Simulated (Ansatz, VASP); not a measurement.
## Two plane-wave programs on WSe2

```
CELL_PARAMETERS angstrom
3.23344 0.00000 0.00000
-1.61672 2.80024 0.00000
0.00000 0.00000 12.75744
ATOMIC_POSITIONS crystal
W 0.33333 0.66667 0.25000
W 0.66667 0.33333 0.75000
Se 0.33333 0.66667 0.62000
Se 0.66667 0.33333 0.12000
Se 0.33333 0.66667 0.88000
Se 0.66667 0.33333 0.38000
```

Change from the starting cell: volume scaled by 0.985, atoms relaxed by PAW.

Alike in both runs: task relaxation of the atoms; functional LDA; k mesh 6 × 6 × 2; no spin polarisation.

```csv
,VASP,Ansatz
version,VASP 6.6.1,Ansatz 0.2.0
potentials or method,"VASP PAW LDA potentials, release 64 (W_sv, Se)","PAW with Ansatz's default frozen-core files, scalar-relativistic"
plane-wave cutoff (eV),520,420
occupations,"gaussian, width 0.01 eV",fixed
valence electrons in the cell,52,92
```

Ansatz gave:

```
gap on the k mesh at the Fermi level, each at its own relaxed structure (eV) : 0.86
```

Question: What did VASP give for the same quantities?

Answer: gap on the k mesh at the Fermi level, each at its own relaxed structure (eV): 0.85.

LDA's correlation is that of Perdew and Zunger in VASP and of Perdew and Wang (1992) in Ansatz. VASP's potentials hold 52 valence electrons a cell and Ansatz's 92, so a difference there can come from the potentials and not from the codes. Ansatz's warnings: stress scf threshold loose.

Neither program's run includes spin-orbit coupling.
